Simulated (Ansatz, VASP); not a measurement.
## One calculation of Au, two programs

INCAR

```
PREC = Accurate
ENCUT = 520
EDIFF = 1E-7
ISMEAR = 0
SIGMA = 0.15
LREAL = F
LASPH = T
NELM = 80
ALGO = Fast
ISIF = 2
LWAVE = F
LCHARG = T
GGA = PS
LELF = T
LVHAR = T
NBANDS = 18
```

File KPOINTS:

```
regular mesh
0
Gamma
  20 20 10
```

File POSCAR:

```
Au
1.0
    1.4113099650     -2.5559330250     -0.1437712327
    1.4113099650      2.5559330250      0.1437712327
    0.0000000000      0.2752407906      4.8931696100
Au
2
Direct
    0.6653279700      0.3346720300      0.2500000000
    0.3346720300      0.6653279700      0.7500000000
```

Input for Ansatz:

```yaml
crystal:
  lattice:
    - [1.411309965, -2.555933025, -0.1437712327]
    - [1.411309965, 2.555933025, 0.1437712327]
    - [0.0, 0.2752407906, 4.89316961]
  atoms:
    - { symbol: Au, position: [0.66532797, 0.33467203, 0.25] }
    - { symbol: Au, position: [0.33467203, 0.66532797, 0.75] }
basis:
  ecutwfc: 420
kpoints:
  mp_grid: { grid: [20, 20, 10] }
hamiltonian:
  xc: pbesol
scf:
  occupations: { method: gaussian, width: 0.15 }
output:
  forces: true
  stress: true
  eigenvalues: true
  write_density: true
  write_potential: true
  elf: true
  volumetric_format: npy
```

Change from the starting cell: strain +0.1125 x Voigt [0, 0, 0, 1, 0, 0], atoms carried along.

Alike in both runs: task single point; functional PBEsol; k mesh 20 × 20 × 10; occupations gaussian, width 0.15 eV; no spin polarisation.

|  | VASP | Ansatz |
| --- | --- | --- |
| version | VASP 6.6.1 | Ansatz 0.2.0 |
| potentials or method | VASP PAW PBE potentials, release 64 (Au), cutoff 520 eV | scalar-relativistic, plane waves, PAW |
| valence electrons in the cell | 22 | 38 |

|  | VASP | Ansatz | Ansatz less VASP |
| --- | --- | --- | --- |
| gap on the k mesh at the Fermi level (eV) | none | none | - |
| pressure (GPa) | -4.4 | -4.1 | +0.25 |
| traceless stress, the component that is largest in VASP (GPa) | -2.03 | -2.04 | -0.011 |
| rms of the force components (eV/Å) | 0.026 | 0.026 | -0.0002 |

VASP's potentials were made for PBE, not for PBEsol. Atom by atom the forces differ by 0.000 eV/Å (rms over components). A gap of «none» marks a metal or a gap that the smearing closes. The functional is the same, so the differences come from potentials, cutoffs and numerics. VASP's potentials hold 22 valence electrons a cell and Ansatz's 38, so a difference there can come from the potentials and not from the codes.

Neither program's run includes spin-orbit coupling.
